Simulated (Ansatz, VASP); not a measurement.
Two plane-wave programs on Au

POSCAR

```
Au
1.0
    0.0000000000      2.7470280705      2.7470280705
    2.7470280705      0.0000000000      2.7470280705
    2.7470280705      2.7470280705      0.0000000000
Au
2
Direct
    0.5000000000      0.5000000000      0.5000000000
    0.7500000000      0.7500000000      0.7500000000
```

INCAR.step1

```
ALGO = Normal
EDIFF = 1E-4
ENCUT = 600
GGA = PE
ISMEAR = 0
LASPH = T
LCHARG = F
LREAL = F
LWAVE = T
NELM = 80
PREC = Accurate
SIGMA = 0.1
```

The input INCAR.step2:

```
ALGO = Normal
EDIFF = 1E-7
EDIFFG = -0.04
ENCUT = 600
IBRION = 2
ISIF = 3
ISMEAR = 0
ISTART = 1
LASPH = T
LCHARG = F
LMIXTAU = T
LREAL = F
LWAVE = F
METAGGA = R2SCAN
NELM = 80
NSW = 90
PREC = Accurate
SIGMA = 0.1
```

KPOINTS

```
k-points
0
Gamma
  6 6 6
```

Input for Ansatz:

```yaml
crystal:
  lattice:
    - [0.0, 2.7470280705, 2.7470280705]
    - [2.7470280705, 0.0, 2.7470280705]
    - [2.7470280705, 2.7470280705, 0.0]
  atoms:
    - { symbol: Au, position: [0.5, 0.5, 0.5] }
    - { symbol: Au, position: [0.75, 0.75, 0.75] }
basis:
  ecutwfc: 500
kpoints:
  mp_grid: { grid: [6, 6, 6] }
hamiltonian:
  xc: r2scan
scf:
  occupations: { method: gaussian, width: 0.1 }
  lower_state_search: "off"
output:
  forces: true
  stress: true
  eigenvalues: true
relax:
  adjacent_minimum: "off"
  f_tol: 0.04
  max_steps: 70
  cell: { stress_tol: 0.4 }
```

Alike in both runs: task relaxation of cell and atoms; functional r2SCAN; k mesh 6 × 6 × 6; occupations gaussian, width 0.1 eV; no spin polarisation.

```csv
,VASP,Ansatz
version,VASP 6.6.1,Ansatz 0.2.0
potentials or method,"VASP PAW PBE potentials, release 64 (Au), cutoff 600 eV","scalar-relativistic, plane waves, PAW"
valence electrons in the cell,22,38
```

|  | VASP | Ansatz | Ansatz less VASP |
| --- | --- | --- | --- |
| gap on the k mesh at the Fermi level, each at its own relaxed structure (eV) | none | none | - |
| relaxed volume (Å³/atom) | 28.19 | 28.15 | -0.045 |
| relaxed length of the cell vector where the two differ most in proportion (Å) | 4.304 | 4.302 | -0.0023 |

VASP's potentials were made for PBE, not for r2SCAN. A gap of «none» marks a metal or a gap that the smearing closes. VASP's potentials hold 22 valence electrons a cell and Ansatz's 38, so a difference there can come from the potentials and not from the codes.

Neither program's run includes spin-orbit coupling. Noted on VASP's run: the volume moved by over 15 % at a fixed basis, so the end points are rough.
